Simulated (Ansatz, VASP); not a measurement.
# WC in VASP and in Ansatz

```
W C
1.0
     0.00000    2.19268    2.19268
     2.19268    0.00000    2.19268
     2.19268    2.19268    0.00000
W C
1 1
Direct
  0.00000 0.00000 0.00000
  0.50000 0.50000 0.50000
```

Alike in both runs: task relaxation of cell and atoms; functional PBEsol; dispersion D3(BJ); k mesh 11 × 11 × 11; no spin polarisation.

|  | VASP | Ansatz |
| --- | --- | --- |
| version | VASP 6.6.1 | Ansatz 0.2.0 |
| potentials or method | VASP PAW PBE potentials, release 64 (W_sv, C), cutoff 600 eV | plane waves, PAW |
| occupations | methfessel-paxton of order 1, width 0.2 eV | cold, width 0.2 eV |
| valence electrons in the cell | 18 | 18 |

VASP gave:

- relaxed volume (Å³/atom): 10.12
- relaxed cell length with the largest relative difference (Å): 3.059

Estimate Ansatz's values.

relaxed volume (Å³/atom): 10.07; relaxed cell length with the largest relative difference (Å): 3.054.

VASP's potentials were made for PBE, not for PBEsol.

Neither program's run includes spin-orbit coupling. Noted on VASP's run: too few bands were computed for a metal, which touches its energy and stress.
